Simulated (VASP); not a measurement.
# KF (P6_3/mmc) in VASP: dielectric tensor with PBE

Aim: the dielectric tensor of KF with PBE.

Program: VASP 6.6.1. These are calculated values, not measurements. Logs are shortened: lines on timing, memory, paths and dates and some standing lists are left out, and cuts for length are marked.

## 1. The cell of the first run

It takes space group P6_3/mmc (No. 194, hexagonal). The conventional cell has a = 4.485 Å, b = 4.485 Å, c = 5.272 Å, α = 90.00°, β = 90.00°, γ = 120.00°. Within 3.4 Å of K (site symmetry -6m2) lie 5 F at 2.59 to 2.64 Å. Within 3.4 Å of F (site symmetry -6m2) lie 5 K at 2.59 to 2.64 Å.

## 2. Dielectric tensor, PBE

File INCAR:

```
SYSTEM = KF
  PREC = Accurate
  ENCUT = 520
  EDIFF = 1E-8
  ISMEAR = 0
  SIGMA = 0.01
  LREAL = .FALSE.
  LASPH = .TRUE.
  NELM = 100
  ALGO = Normal
  ISIF = 2
  LWAVE = .FALSE.
  LCHARG = .FALSE.
  GGA = PE
  LEPSILON = .TRUE.
```

File KPOINTS:

```
regular mesh
0
G
  6 6 4
  0 0 0
```

File POSCAR:

```
KF
1.0
    4.4847157551      0.0000000000      0.0000000000
   -2.2423578776      3.8838777727      0.0000000000
    0.0000000000      0.0000000000      5.2716950010
K F
2 2
Direct
    0.3333333333      0.6666666667      0.2500000000
    0.6666666667      0.3333333333      0.7500000000
    0.6666666667      0.3333333333      0.2500000000
    0.3333333333      0.6666666667      0.7500000000
```

Potentials or basis: VASP PAW PBE potentials, release 64 (K_sv, F).

Run with:

```sh
$ cat potpaw_PBE.64/K_sv/POTCAR potpaw_PBE.64/F/POTCAR > POTCAR
$ mpirun -np 1 vasp_std > vasp.out
```

OUTCAR:

```text
SYSTEM = KF
   PREC = Accurate
   ENCUT = 520
   EDIFF = 1E-8
   ISMEAR = 0
   LREAL = .FALSE.
   LASPH = .TRUE.
   NELM = 100
   ISIF = 2
   GGA = PE
   LEPSILON = .TRUE.

 ion  position               nearest neighbor table
   1  0.333  0.667  0.250-   3 2.59   3 2.59   3 2.59   4 2.64   4 2.64   2 3.69   2 3.69   2 3.69
                             2 3.69   2 3.69   2 3.69
   2  0.667  0.333  0.750-   4 2.59   4 2.59   4 2.59   3 2.64   3 2.64   1 3.69   1 3.69   1 3.69
                             1 3.69   1 3.69   1 3.69
   3  0.667  0.333  0.250-   1 2.59   1 2.59   1 2.59   2 2.64   2 2.64
   4  0.333  0.667  0.750-   2 2.59   2 2.59   2 2.59   1 2.64   1 2.64

  LATTYP: Found a hexagonal cell.
 ALAT       =     4.4847157551
 C/A-ratio  =     1.1754802955

  Lattice vectors:

 A1 = (   4.4847157551,   0.0000000000,   0.0000000000)
 A2 = (  -2.2423578776,   3.8838777727,   0.0000000000)
 A3 = (   0.0000000000,   0.0000000000,   5.2716950010)

Analysis of symmetry for initial positions (statically):
=====================================================================
 Subroutine PRICEL returns:
 Original cell was already a primitive cell.

 Routine SETGRP: Setting up the symmetry group for a
 hexagonal supercell.

 Subroutine GETGRP returns: Found 24 space group operations
 (whereof 12 operations were pure point group operations)
 out of a pool of 24 trial point group operations.

The static configuration has the point symmetry D_3d.
 The point group associated with its full space group is D_6h.

Analysis of symmetry for dynamics (positions and initial velocities):
=====================================================================
 Subroutine PRICEL returns:
 Original cell was already a primitive cell.

 Routine SETGRP: Setting up the symmetry group for a
 hexagonal supercell.

 Subroutine GETGRP returns: Found 24 space group operations
 (whereof 12 operations were pure point group operations)
 out of a pool of 24 trial point group operations.

The dynamic configuration has the point symmetry D_3d.
 The point group associated with its full space group is D_6h.

 Subroutine INISYM returns: Found 24 space group operations
 (whereof 12 operations are pure point group operations),
 and found     1 'primitive' translations

----------------------------------------------------------------------------------------

                                     Primitive cell

  volume of cell :      91.8228

  direct lattice vectors                    reciprocal lattice vectors
     4.484715755  0.000000000  0.000000000     0.222979572  0.128737316  0.000000000
    -2.242357878  3.883877773  0.000000000     0.000000000  0.257474632  0.000000000
     0.000000000  0.000000000  5.271695001     0.000000000  0.000000000  0.189692310

  length of vectors
     4.484715755  4.484715755  5.271695001     0.257474632  0.257474632  0.189692310

  position of ions in fractional coordinates (direct lattice)
     0.333333333  0.666666667  0.250000000
     0.666666667  0.333333333  0.750000000
     0.666666667  0.333333333  0.250000000
     0.333333333  0.666666667  0.750000000

  ion indices of the primitive-cell ions
   primitive index   ion index
                 1           1
                 2           2
                 3           3
                 4           4

----------------------------------------------------------------------------------------

 KPOINTS: regular mesh

Automatic generation of k-mesh.
 Grid dimensions read from file:
 generate k-points for:    6    6    4

 Generating k-lattice:

  Cartesian coordinates                     Fractional coordinates (reciprocal lattice)
     0.037163262  0.021456219  0.000000000     0.166666667  0.000000000  0.000000000
     0.000000000  0.042912439  0.000000000     0.000000000  0.166666667  0.000000000
     0.000000000  0.000000000  0.047423077     0.000000000  0.000000000  0.250000000

  Length of vectors
     0.042912439  0.042912439  0.047423077

  Shift w.r.t. Gamma in fractional coordinates (k-lattice)
     0.000000000  0.000000000  0.000000000

 Subroutine IBZKPT returns following result:
 ===========================================

 Found     21 irreducible k-points:

 Following reciprocal coordinates:
            Coordinates               Weight
  0.000000  0.000000  0.000000      1.000000
  0.166667  0.000000  0.000000      6.000000
  0.333333  0.000000  0.000000      6.000000
  0.500000 -0.000000  0.000000      3.000000
  0.166667  0.166667  0.000000      6.000000
  0.333333  0.166667  0.000000     12.000000
[... 13 lines left out ...]
  0.333333  0.166667  0.500000     12.000000
  0.333333  0.333333  0.500000      2.000000
[... 17 lines left out ...]
   NELM   =    100;   NELMIN=  2; NELMDL= -5     # of ELM steps
   EDIFF  = 0.1E-07   stopping-criterion for ELM
   LREAL  =      F    real-space projection
   EDIFFG = 0.1E-06   stopping-criterion for IOM
   NSW    =      0    number of steps for IOM
   IBRION =     -1    ionic relax: 0-MD 1-quasi-New 2-CG
   NFREE  =      0    steps in history (QN), initial steepest desc. (CG)
   ISIF   =      2    stress and relaxation
   ISYM   =      2    0-nonsym 1-usesym 2-fastsym
   POTIM  = 0.5000    time-step for ionic-motion
   TEBEG  =    0.0;   TEEND  =   0.0 temperature during run
   PSTRESS=    0.0 pullay stress
   NELECT =      32.0000    total number of electrons
   NUPDOWN=      -1.0000    fix difference up-down
   EMIN   =  10.00;   EMAX   =-10.00  energy-range for DOS
   EFERMI =   0.00;   METHOD = LEGACY
   ISMEAR =     0;   SIGMA  =   0.01  broadening in eV -4-tet -1-fermi 0-gaus
   EFERMI_NEDOS =   21; number of points for ismear=-14 and -15
   IALGO  =     38    algorithm
   IMIX   =      4    mixing-type and parameters
     AMIX     =   0.40;   BMIX     =  1.00
     AMIX_MAG =   1.60;   BMIX_MAG =  1.00
  volume/ion in A,a.u.               =      22.96       154.91
  Fermi-wavevector in a.u.,A,eV,Ry     =   1.152059  2.177075 18.058183  1.327239
  Thomas-Fermi vector in A             =   2.288712
   LORBIT       =      0    0 simple, 1 ext, 2 COOP (PROOUT), +10 PAW based schemes
   GGA     = PE    functional components
   LHFCALC =     F    Hartree Fock is set to
   AEXX    =    0.0000 exact exchange contribution
   IVDW    =     0    specifies the selected vdW correction
   LEPSILON=     T    determine dielectric tensor
   LRPA    =     F    only Hartree local field effects (RPA)
 non-spin polarized calculation
 Gauss-broadening in eV      SIGMA  =   0.01
  energy-cutoff  :      520.00
  volume of cell :       91.82
 maximum number of plane-waves:      2494
 NGX is ok and might be reduce to    36
   NGX = 17   NGY = 17   NGZ = 19

--------------------------------------- Ionic step        1  -------------------------------------------

 number of electron      32.0000011 magnetization

 E-fermi :  -3.2700     XC(G=0):  -7.4144

 val. band max:       -3.3275227356   @ k =   0.0000   0.0000   0.0000
 cond. band min:       2.0406705872   @ k =   0.0000   0.0000   0.0000
 fundamental gap:      5.3681933227
 Fermi energy:        -3.2700148011

 k-point     1 :       0.0000    0.0000    0.0000
  band No.  band energies     occupation
      1     -29.5174      2.00000
      2     -29.4034      2.00000
      3     -22.0165      2.00000
      4     -21.9937      2.00000
      5     -13.2900      2.00000
      6     -13.0706      2.00000
[... 472 lines left out ...]
     19       7.0441      0.00000
     20       7.0441      0.00000

  FORCE on cell =-STRESS in cart. coord.  units (eV):
  Direction    XX          YY          ZZ          XY          YZ          ZX
  --------------------------------------------------------------------------------------
  -------------------------------------------------------------------------------------
  Total        0.6535957      0.6535957      0.9174464     -0.0000000     -0.0000000      0.0000000
  in kB       11.4043102     11.4043102     16.0081279     -0.0000000     -0.0000000      0.0000000
  external PRESSURE =      12.9389161 kB  Pullay stress =       0.0000000 kB

 VOLUME and BASIS-vectors are now :
 -----------------------------------------------------------------------------
  energy-cutoff  :      520.00
  volume of cell :       91.82
      direct lattice vectors                 reciprocal lattice vectors
     4.484715755  0.000000000  0.000000000     0.222979572  0.128737316  0.000000000
    -2.242357878  3.883877773  0.000000000     0.000000000  0.257474632  0.000000000
     0.000000000  0.000000000  5.271695001     0.000000000  0.000000000  0.189692310

 POSITION                                       TOTAL-FORCE (eV/Angst)
 -----------------------------------------------------------------------------------
     -0.00000      2.58925      1.31792         0.000000     -0.000000     -0.000000
      2.24236      1.29463      3.95377        -0.000000      0.000000     -0.000000
      2.24236      1.29463      1.31792         0.000000     -0.000000      0.000000
     -0.00000      2.58925      3.95377        -0.000000      0.000000      0.000000
 -----------------------------------------------------------------------------------
    total drift:                                0.000000     -0.000000      0.000000

  FREE ENERGIE OF THE ION-ELECTRON SYSTEM (eV)
  ---------------------------------------------------
  free  energy   TOTEN  =       -16.4344246552 eV

  energy  without entropy=      -16.4344246552  energy(sigma->0) =      -16.43442466

 HEAD OF MICROSCOPIC STATIC DIELECTRIC TENSOR (INDEPENDENT PARTICLE, excluding Hartree and local field effects)
 ------------------------------------------------------
           1.935269    -0.000000     0.000000
          -0.000000     1.935269    -0.000000
          -0.000000     0.000000     1.926259
 ------------------------------------------------------

 Free energy of the ion-electron system (eV)
  ---------------------------------------------------
  ---------------------------------------------------
  free energy    TOTEN  =        -0.22209596 eV

  energy without entropy =       -0.22209596

------------------------ aborting loop because EDIFF is reached ----------------------------------------

--------------------------------------- Ionic step        2  -------------------------------------------

------------------------ aborting loop because EDIFF is reached ----------------------------------------

--------------------------------------- Ionic step        3  -------------------------------------------

 Free energy of the ion-electron system (eV)
  ---------------------------------------------------
  ---------------------------------------------------
  free energy    TOTEN  =        -0.23273284 eV

  energy without entropy =       -0.23273284

------------------------ aborting loop because EDIFF is reached ----------------------------------------

 PIEZOELECTRIC TENSOR FIELD DIRECTION 3  (e Angst)
 -----------------------------------------------------------------------------
    -0.00008 -0.00000 -0.00000           ( -0.00003  0.00000  0.00000)
    -0.00000 -0.00008  0.00000           (  0.00000 -0.00003 -0.00000)
     0.00000 -0.00000 -0.00203           (  0.00000 -0.00000 -0.00003)

 PIEZOELECTRIC TENSOR FIELD DIRECTION 3  (C/m^2)
 -----------------------------------------------------------------------------
    -0.00001 -0.00000 -0.00000
    -0.00000 -0.00001  0.00000
     0.00000 -0.00000 -0.00035

 MACROSCOPIC STATIC DIELECTRIC TENSOR (including local field effects in DFT)
 ------------------------------------------------------
           1.793174    -0.000000     0.000000
          -0.000000     1.793174    -0.000000
           0.000000     0.000000     1.832764
 ------------------------------------------------------

 PIEZOELECTRIC TENSOR (including local field effects)  for field in x, y, z        (e  Angst)
          XX          YY          ZZ          XY          YZ          ZX
  --------------------------------------------------------------------------------
  x     0.00000     0.00000     0.00000     0.00000     0.00000     0.00000
  y     0.00000     0.00000     0.00000     0.00000     0.00000     0.00000
  z     0.00000     0.00000     0.00000     0.00000     0.00000     0.00000

 PIEZOELECTRIC TENSOR (including local field effects)  for field in x, y, z        (C/m^2)
          XX          YY          ZZ          XY          YZ          ZX
  --------------------------------------------------------------------------------
  x     0.00000     0.00000     0.00000     0.00000     0.00000     0.00000
  y     0.00000     0.00000     0.00000     0.00000     0.00000     0.00000
  z     0.00000     0.00000     0.00000     0.00000     0.00000     0.00000

 BORN EFFECTIVE CHARGES (including local field effects) (in |e|, cummulative output)
 ---------------------------------------------------------------------------------
 ion    1
    1     1.06162    -0.00000     0.00000
    2    -0.00000     1.06162     0.00000
    3     0.00000     0.00000     1.15858
 ion    2
    1     1.06162    -0.00000     0.00000
    2    -0.00000     1.06162     0.00000
    3    -0.00000     0.00000     1.15858
 ion    3
    1    -1.06162     0.00000     0.00000
    2     0.00000    -1.06162     0.00000
    3     0.00000     0.00000    -1.15858
 ion    4
    1    -1.06162     0.00000     0.00000
    2     0.00000    -1.06162     0.00000
    3     0.00000    -0.00000    -1.15858
```

Wall time 16 min (1 thread of AMD EPYC 7R43 (Zen 3), shared host); peak memory 0.33 GiB.

What came out:

```yaml
Band_gap_on_the_k_mesh: 5.37 eV, direct
Electronic_dielectric_tensor_diagonal: 1.79, 1.79, 1.83
Born_charges_mean_of_the_diagonal: K +1.09; F -1.09 e
```

Electronic dielectric tensor:
```
1.79 0.00 0.00
0.00 1.79 0.00
0.00 0.00 1.83
```

Born effective charge tensors (e):
atom 1, K
```
1.06 0.00 0.00
0.00 1.06 0.00
0.00 0.00 1.16
```
atom 2, K
```
1.06 0.00 0.00
0.00 1.06 0.00
0.00 0.00 1.16
```
atom 3, F
```
-1.06  0.00  0.00
 0.00 -1.06  0.00
 0.00  0.00 -1.16
```
atom 4, F
```
-1.06  0.00  0.00
 0.00 -1.06  0.00
 0.00  0.00 -1.16
```

A k mesh can miss the band edges. Expect the measured gap to be larger: semilocal functionals such as PBE lack the derivative discontinuity.
